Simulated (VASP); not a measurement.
Wanted: the native input for a VASP 6.6.1 run.

* Task: single point
* Functional: r2SCAN
* Potentials or basis: VASP PAW PBE potentials, release 64 (Ti_sv, O)
* Cutoff: 520 eV
* k mesh: 8 × 8 × 8
* Occupations: fermi-dirac, width 0.02 eV
* Spin: no spin polarisation
* Dipole correction: no
* Further INCAR settings: ALGO = Normal; EDIFF = 1e-06; NBANDS = 19

The system is TiO2.

```
Ti O
1.0
     1.48646    0.85821    6.93086
    -1.48646    0.85821    6.93086
     0.00000   -1.71641    6.93086
Ti O
1 2
Direct
  0.00000 0.00000 0.00000
  0.62074 0.62074 0.62074
  0.37926 0.37926 0.37926
```

One way to write it, as run:

POSCAR

```
TiO2
1.0
    1.4864575173      0.8582095041      6.9308560115
   -1.4864629341      0.8582097751      6.9308571397
   -0.0000024736     -1.7164147237      6.9308560115
Ti O
1 2
Direct
    0.0000000000      0.0000000000      0.0000000000
    0.6207378972      0.6207384311      0.6207378972
    0.3792621028      0.3792615689      0.3792621028
```

INCAR.step1

```
SYSTEM = TiO2
ALGO = Normal
EDIFF = 1E-4
ENCUT = 520
GGA = PE
ISMEAR = -1
LASPH = .TRUE.
LCHARG = .FALSE.
LREAL = .FALSE.
LWAVE = .TRUE.
NBANDS = 19
NELM = 60
PREC = Accurate
SIGMA = 0.02
```

INCAR.step2

```
SYSTEM = TiO2
ALGO = Normal
EDIFF = 1E-6
ENCUT = 520
ISIF = 2
ISMEAR = -1
ISTART = 1
LASPH = .TRUE.
LCHARG = .FALSE.
LMIXTAU = .TRUE.
LREAL = .FALSE.
LWAVE = .FALSE.
METAGGA = R2SCAN
NBANDS = 19
NELM = 60
PREC = Accurate
SIGMA = 0.02
```

KPOINTS

```
k-points
0
G
  8 8 8
  0 0 0
```

Potentials or basis: VASP PAW PBE potentials, release 64 (Ti_sv, O).

Launch:

```bash
$ cat potpaw_PBE.64/Ti_sv/POTCAR potpaw_PBE.64/O/POTCAR > POTCAR
$ cp INCAR.step1 INCAR
$ mpirun -np 1 vasp_std > vasp.out
$ cp INCAR.step2 INCAR
$ mpirun -np 1 vasp_std > vasp.out
```

Results of the run:

| Quantity | Value |
| --- | --- |
| Pressure | 0.8 GPa |
| Largest force | 0.096 eV/Å |
| Band gap on the k mesh | 3.19 eV (least direct gap 3.38 eV) |

Caveat: the PAW data sets were made with another functional, which shifts forces and pressure a little.

Wall time 19 min on 1 thread of Intel(R) Xeon(R) Platinum 8559C (Emerald Rapids), on a shared host, peak memory 0.43 GiB.
